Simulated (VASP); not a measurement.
# AlCo (Fm-3m) in VASP: relaxation of cell and atoms with PBE

Aim: the relaxation of cell and atoms of AlCo with PBE.

Everything below comes from runs of VASP 6.6.1. Logs are shortened: lines on timing, memory, paths and dates and some standing lists are left out, and cuts for length are marked.

## (1) The cell of the first run

Symmetry: Fm-3m, No. 225, cubic system. Conventional cell: a = 4.788 Å, b = 4.788 Å, c = 4.788 Å, α = 90.00°, β = 90.00°, γ = 90.00°. Al (site symmetry m-3m) has 6 Co at 2.39 Å within 3.2 Å. Co (site symmetry m-3m) has 6 Al at 2.39 Å within 3.2 Å.

## (2) Relaxation of cell and atoms, PBE

INCAR reads:

```
SYSTEM = AlCo
PREC = Accurate
ENCUT = 600
EDIFF = 1E-6
ISMEAR = 0
SIGMA = 0.1
LREAL = .FALSE.
LASPH = .TRUE.
NELM = 100
ALGO = Normal
ISIF = 3
LWAVE = .FALSE.
LCHARG = .FALSE.
GGA = PE
IBRION = 2
NSW = 100
EDIFFG = -0.01
```

KPOINTS reads:

```
regular mesh
0
G
  20 20 20
  0 0 0
```

POSCAR reads:

```
AlCo
1.0
    0.0000000000      2.3940203037      2.3940203037
    2.3940203037      0.0000000000      2.3940203037
    2.3940203037      2.3940203037      0.0000000000
Al Co
1 1
Direct
    0.0000000000      0.0000000000      0.0000000000
    0.5000000000      0.5000000000      0.5000000000
```

Potentials or basis: VASP PAW PBE potentials, release 64 (Al, Co).

Launch:

```bash
$ cat potpaw_PBE.64/Al/POTCAR potpaw_PBE.64/Co/POTCAR > POTCAR
$ mpirun -np 1 vasp_std > vasp.out
```

OUTCAR:

```text
SYSTEM = AlCo
   PREC = Accurate
   ENCUT = 600
   EDIFF = 1E-6
   ISMEAR = 0
   LREAL = .FALSE.
   LASPH = .TRUE.
   NELM = 100
   ISIF = 3
   GGA = PE
   IBRION = 2
   NSW = 100
   EDIFFG = -0.01

 ion  position               nearest neighbor table
   1  0.000  0.000  0.000-   2 2.39   2 2.39   2 2.39   2 2.39   2 2.39   2 2.39
   2  0.500  0.500  0.500-   1 2.39   1 2.39   1 2.39   1 2.39   1 2.39   1 2.39

  LATTYP: Found a face centered cubic cell.
 ALAT       =     4.7880406074

  Lattice vectors:

 A1 = (   0.0000000000,   2.3940203037,   2.3940203037)
 A2 = (   2.3940203037,   0.0000000000,   2.3940203037)
 A3 = (   2.3940203037,   2.3940203037,   0.0000000000)

Analysis of symmetry for initial positions (statically):
=====================================================================
 Subroutine PRICEL returns:
 Original cell was already a primitive cell.

 Routine SETGRP: Setting up the symmetry group for a
 face centered cubic supercell.

 Subroutine GETGRP returns: Found 48 space group operations
 (whereof 48 operations were pure point group operations)
 out of a pool of 48 trial point group operations.

The static configuration has the point symmetry O_h .

Analysis of symmetry for dynamics (positions and initial velocities):
=====================================================================
 Subroutine PRICEL returns:
 Original cell was already a primitive cell.

 Routine SETGRP: Setting up the symmetry group for a
 face centered cubic supercell.

 Subroutine GETGRP returns: Found 48 space group operations
 (whereof 48 operations were pure point group operations)
 out of a pool of 48 trial point group operations.

The dynamic configuration has the point symmetry O_h .

 Subroutine INISYM returns: Found 48 space group operations
 (whereof 48 operations are pure point group operations),
 and found     1 'primitive' translations

----------------------------------------------------------------------------------------

                                     Primitive cell

  volume of cell :      27.4419

  direct lattice vectors                    reciprocal lattice vectors
     0.000000000  2.394020304  2.394020304    -0.208853701  0.208853701  0.208853701
     2.394020304  0.000000000  2.394020304     0.208853701 -0.208853701  0.208853701
     2.394020304  2.394020304  0.000000000     0.208853701  0.208853701 -0.208853701

  length of vectors
     3.385655982  3.385655982  3.385655982     0.361745221  0.361745221  0.361745221

  position of ions in fractional coordinates (direct lattice)
     0.000000000  0.000000000  0.000000000
     0.500000000  0.500000000  0.500000000

  ion indices of the primitive-cell ions
   primitive index   ion index
                 1           1
                 2           2

----------------------------------------------------------------------------------------

 KPOINTS: regular mesh

Automatic generation of k-mesh.
 Grid dimensions read from file:
 generate k-points for:   20   20   20

 Generating k-lattice:

  Cartesian coordinates                     Fractional coordinates (reciprocal lattice)
    -0.010442685  0.010442685  0.010442685     0.050000000  0.000000000  0.000000000
     0.010442685 -0.010442685  0.010442685     0.000000000  0.050000000  0.000000000
     0.010442685  0.010442685 -0.010442685     0.000000000  0.000000000  0.050000000

  Length of vectors
     0.018087261  0.018087261  0.018087261

  Shift w.r.t. Gamma in fractional coordinates (k-lattice)
     0.000000000  0.000000000  0.000000000

 Subroutine IBZKPT returns following result:
 ===========================================

 Found    256 irreducible k-points:

 Following reciprocal coordinates:
            Coordinates               Weight
  0.000000  0.000000  0.000000      1.000000
  0.050000  0.000000  0.000000      8.000000
  0.100000  0.000000  0.000000      8.000000
  0.150000  0.000000  0.000000      8.000000
  0.200000  0.000000  0.000000      8.000000
  0.250000  0.000000  0.000000      8.000000
[... 16 lines left out ...]
 -0.400000  0.050000  0.000000     24.000000
 -0.350000  0.050000  0.000000     24.000000
 [... further k-points ...]
   k-points           NKPTS =    256   k-points in BZ     NKDIM =    256   number of bands    NBANDS=     10
   number of dos      NEDOS =    301   number of ions     NIONS =      2
   total plane-waves  NPLWV =  21952
   dimension x,y,z NGX =    28 NGY =   28 NGZ =   28
   dimension x,y,z NGXF=    56 NGYF=   56 NGZF=   56
   ions per type =               1   1
   NGX,Y,Z   is equivalent  to a cutoff of  13.75, 13.75, 13.75 a.u.
   NGXF,Y,Z  is equivalent  to a cutoff of  27.50, 27.50, 27.50 a.u.
 SYSTEM =  AlCo
   PREC   = accura    normal or accurate (medium, high low for compatibility)
   ISTART =      0    job   : 0-new  1-cont  2-samecut
   ICHARG =      2    charge: 1-file 2-atom 10-const
   ISPIN  =      1    spin polarized calculation?
   LNONCOLLINEAR =      F non collinear calculations
   LSORBIT =      F    spin-orbit coupling
   LASPH  =      T    aspherical Exc in radial PAW
   ENCUT  =  600.0 eV  44.10 Ry    6.64 a.u.   6.76  6.76  6.76*2*pi/ulx,y,z
   NELM   =    100;   NELMIN=  2; NELMDL= -5     # of ELM steps
   EDIFF  = 0.1E-05   stopping-criterion for ELM
   LREAL  =      F    real-space projection
   EDIFFG = -.1E-01   stopping-criterion for IOM
   NSW    =    100    number of steps for IOM
   IBRION =      2    ionic relax: 0-MD 1-quasi-New 2-CG
   NFREE  =      1    steps in history (QN), initial steepest desc. (CG)
   ISIF   =      3    stress and relaxation
   ISYM   =      2    0-nonsym 1-usesym 2-fastsym
   POTIM  = 0.5000    time-step for ionic-motion
   TEBEG  =    0.0;   TEEND  =   0.0 temperature during run
   PSTRESS=    0.0 pullay stress
   NELECT =      12.0000    total number of electrons
   NUPDOWN=      -1.0000    fix difference up-down
   EMIN   =  10.00;   EMAX   =-10.00  energy-range for DOS
   EFERMI =   0.00;   METHOD = LEGACY
   ISMEAR =     0;   SIGMA  =   0.10  broadening in eV -4-tet -1-fermi 0-gaus
   EFERMI_NEDOS =   21; number of points for ismear=-14 and -15
   IALGO  =     38    algorithm
   IMIX   =      4    mixing-type and parameters
     AMIX     =   0.40;   BMIX     =  1.00
     AMIX_MAG =   1.60;   BMIX_MAG =  1.00
  volume/ion in A,a.u.               =      13.72        92.59
  Fermi-wavevector in a.u.,A,eV,Ry     =   1.242598  2.348170 21.008083  1.544051
  Thomas-Fermi vector in A             =   2.376946
   LORBIT       =      0    0 simple, 1 ext, 2 COOP (PROOUT), +10 PAW based schemes
   GGA     = PE    functional components
   LHFCALC =     F    Hartree Fock is set to
   AEXX    =    0.0000 exact exchange contribution
   IVDW    =     0    specifies the selected vdW correction
   LEPSILON=     F    determine dielectric tensor
   LRPA    =     F    only Hartree local field effects (RPA)
 conjugate gradient relaxation of ions
 non-spin polarized calculation
 Gauss-broadening in eV      SIGMA  =   0.10
  energy-cutoff  :      600.00
  volume of cell :       27.44
 maximum number of plane-waves:       941
   NGX = 13   NGY = 13   NGZ = 13

 number of electron      12.0000004 magnetization

 Free energy of the ion-electron system (eV)
  ---------------------------------------------------
  ext. energy  EPLUGINS =         0.00000000
  ---------------------------------------------------
  free energy    TOTEN  =       -10.33549306 eV

  energy without entropy =      -10.32813052  energy(sigma->0) =      -10.33181179

 E-fermi :   8.3053     XC(G=0): -11.3787

 val. band max:        8.3034138547   @ k =  -0.4500   0.3000   0.0000
 cond. band min:       8.3170021938   @ k =  -0.3500   0.4500   0.1500
 fundamental gap:      0.0135883390
 Fermi energy:         8.3053335407

 k-point     1 :       0.0000    0.0000    0.0000
  band No.  band energies     occupation
      1      -1.4499      2.00000
      2       6.8976      2.00000
      3       6.8976      2.00000
      4       6.8976      2.00000
      5       7.0403      2.00000
      6       7.0403      2.00000
      7      15.5870      0.00000
      8      15.5870      0.00000
      9      15.5870      0.00000
     10      19.4854      0.00000

 k-point     2 :       0.0500    0.0000    0.0000
  band No.  band energies     occupation
      1      -1.3997      2.00000
      2       6.8737      2.00000
      3       6.9072      2.00000
      4       6.9072      2.00000
      5       7.0321      2.00000
      6       7.0321      2.00000
      7      15.2281      0.00000
      8      15.5761      0.00000
      9      15.5761      0.00000
     10      19.0330      0.00000

 k-point     3 :       0.1000    0.0000    0.0000
  band No.  band energies     occupation
      1      -1.2494      2.00000
      2       6.8013      2.00000
      3       6.9106      2.00000
      4       6.9106      2.00000
      5       7.0337      2.00000
      6       7.0337      2.00000
      7      14.3357      0.00000
      8      15.5475      0.00000
      9      15.5475      0.00000
     10      18.6567      0.00000

 k-point     4 :       0.1500    0.0000    0.0000
  band No.  band energies     occupation
      1      -1.0002      2.00000
      2       6.6775      2.00000
      3       6.8608      2.00000
      4       6.8608      2.00000
      5       7.0946      2.00000
      6       7.0946      2.00000
      7      13.2156      0.00000
      8      15.5113      0.00000
      9      15.5113      0.00000
     10      18.3999      0.00000
[... 222 lines left out ...]
 k-point    22 :      -0.4500    0.0500    0.0000
  band No.  band energies     occupation
      1       2.6576      2.00000
      2       3.7130      2.00000
      3       6.3836      2.00000
      4       6.4111      2.00000
      5       7.7514      2.00000
      6       7.7848      2.00000
      7       8.5045      0.00485
      8      14.8065      0.00000
      9      15.4131      0.00000
     10      16.7580      0.00000

 k-point    23 :      -0.4000    0.0500    0.0000
  band No.  band energies     occupation
      1       1.8962      2.00000
      2       4.4813      2.00000
      3       6.4191      2.00000
      4       6.4359      2.00000
      5       7.6821      2.00000
      6       7.7448      2.00000
      7       8.7143      0.00000
      8      14.6154      0.00000
      9      15.7771      0.00000
     10      17.0224      0.00000

 k-point    24 :      -0.3500    0.0500    0.0000
  band No.  band energies     occupation
      1       1.1890      2.00000
      2       5.1665      2.00000
      3       6.4775      2.00000
      4       6.4859      2.00000
      5       7.5781      2.00000
      6       7.6626      2.00000
      7       9.1335      0.00000
      8      14.5063      0.00000
      9      16.1046      0.00000
     10      17.1669      0.00000

 [... further k-points ...]
[... 5 lines left out ...]
  --------------------------------------------------------------------------------------
  -------------------------------------------------------------------------------------
  Total       -0.0118794     -0.0118794     -0.0118794     -0.0000000     -0.0000000     -0.0000000
  in kB       -0.6935696     -0.6935696     -0.6935696     -0.0000000     -0.0000000     -0.0000000
  external PRESSURE =      -0.6935696 kB  Pullay stress =       0.0000000 kB

 VOLUME and BASIS-vectors are now :
 -----------------------------------------------------------------------------
  energy-cutoff  :      600.00
  volume of cell :       27.44
      direct lattice vectors                 reciprocal lattice vectors
     0.000000000  2.394020304  2.394020304    -0.208853701  0.208853701  0.208853701
     2.394020304  0.000000000  2.394020304     0.208853701 -0.208853701  0.208853701
     2.394020304  2.394020304  0.000000000     0.208853701  0.208853701 -0.208853701

 POSITION                                       TOTAL-FORCE (eV/Angst)
 -----------------------------------------------------------------------------------
      0.00000      0.00000      0.00000        -0.000000      0.000000      0.000000
      2.39402      2.39402      2.39402         0.000000     -0.000000     -0.000000
 -----------------------------------------------------------------------------------
    total drift:                                0.000000      0.000000      0.000000

  FREE ENERGIE OF THE ION-ELECTRON SYSTEM (eV)
  ---------------------------------------------------
  free  energy   TOTEN  =       -10.3354930575 eV

  energy  without entropy=      -10.3281305213  energy(sigma->0) =      -10.33181179

 reached required accuracy - stopping structural energy minimisation
```

Wall time 34 s (1 thread of Intel Xeon 6975P-C (Granite Rapids), shared host); peak memory 0.24 GiB.

What came out:

```yaml
Free_energy: -10.3355 eV
Pressure_after_relaxing: -0.1 GPa
Band_gap_on_the_k_mesh: zero (bands 6 and 7 overlap by 0.20 eV)
```

Final structure:
```
Al Co
1.0
     0.00000    2.39402    2.39402
     2.39402    0.00000    2.39402
     2.39402    2.39402    0.00000
Al Co
1 1
Direct
  0.00000 0.00000 0.00000
  0.50000 0.50000 0.50000
```

Levels at points of the mesh, in eV from the Fermi level:
```
           k point  band 3  band 4  band 5  band 6  band 7  band 8  band 9  band 10
(0.00, 0.00, 0.00)   -1.41   -1.41   -1.27   -1.27    7.28    7.28    7.28    11.18
(0.50, 0.00, 0.00)   -1.91   -1.91   -0.53   -0.53    0.17    7.22    7.22     8.72
(0.50, 0.50, 0.00)   -2.43   -0.88   -0.34   -0.34    0.68    2.07    2.07     6.64
```

Caveat: the relaxation stopped at its first step, so nothing moved; the run has no spin polarisation, though such a crystal can be magnetic.
